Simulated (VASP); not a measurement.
Write the native input for VASP 6.6.1 that does the following.

* Task: single point
* Functional: r2SCAN
* Potentials or basis: VASP PAW PBE potentials, release 64 (Ni, Al)
* Cutoff: 520 eV
* k mesh: 11 × 11 × 7
* Occupations: fermi-dirac, width 0.05 eV
* Spin: collinear spin, ferromagnetic start
* Starting moments: [1.0, 0.0] μB
* Dipole correction: no
* Further INCAR settings: ALGO = Normal; EDIFF = 1e-06; NBANDS = 18

The system is AlNi.

```xyz
2
Lattice="2.2537 -1.3662 0.0000 2.2537 1.3662 0.0000 -1.3288 0.0000 3.8016" Properties=species:S:1:pos:R:3 pbc="T T T"
Ni    1.5893    0.0000    1.9008
Al    0.0000    0.0000    0.0000
```

The input as run:

POSCAR

```
AlNi
1.0
    2.2537151482     -1.3662091541      0.0000000000
    2.2537151482      1.3662091541      0.0000000000
   -1.3287605568      0.0000000000      3.8016149950
Ni Al
1 1
Direct
    0.5000000000      0.5000000000      0.5000000000
    0.0000000000      0.0000000000      0.0000000000
```

INCAR.step1

```
  PREC = Accurate
  ENCUT = 520
  ISMEAR = -1
  SIGMA = 0.05
  LREAL = False
  LASPH = True
  NELM = 150
  ISPIN = 2
  MAGMOM = 1 0
  LMAXMIX = 4
  NBANDS = 18
  GGA = PE
  ALGO = Normal
  EDIFF = 1E-4
  LWAVE = True
  LCHARG = False
```

INCAR.step2

```
  PREC = Accurate
  ENCUT = 520
  EDIFF = 1E-6
  ISMEAR = -1
  SIGMA = 0.05
  LREAL = False
  LASPH = True
  NELM = 150
  ALGO = Normal
  ISIF = 2
  LWAVE = False
  LCHARG = True
  ISPIN = 2
  MAGMOM = 1 0
  LORBIT = 11
  LMAXMIX = 4
  METAGGA = R2SCAN
  LMIXTAU = True
  LELF = True
  LVHAR = True
  NBANDS = 18
  ISTART = 1
```

KPOINTS

```
Automatic mesh
0
Gamma
  11 11 7
```

Potentials or basis: VASP PAW PBE potentials, release 64 (Ni, Al).

The run is started by

```bash
$ cat potpaw_PBE.64/Ni/POTCAR potpaw_PBE.64/Al/POTCAR > POTCAR
$ cp INCAR.step1 INCAR
$ mpirun -np 1 vasp_std > vasp.out
$ cp INCAR.step2 INCAR
$ mpirun -np 1 vasp_std > vasp.out
```

Results of the run:

The pressure is 7.4 GPa and the net moment is 0.00 μB per cell. The valence electrons inside the program's atomic spheres are Ni 9.51; Al 0.87.

Caveat: the cell stands under pressure; the moments typed at the start vanished in this run; the PAW data sets were made with another functional, which shifts forces and pressure a little.

Wall time 6.4 min on 1 thread of Intel(R) Xeon(R) Platinum 8488C (Sapphire Rapids), on a shared host, peak memory 0.26 GiB.
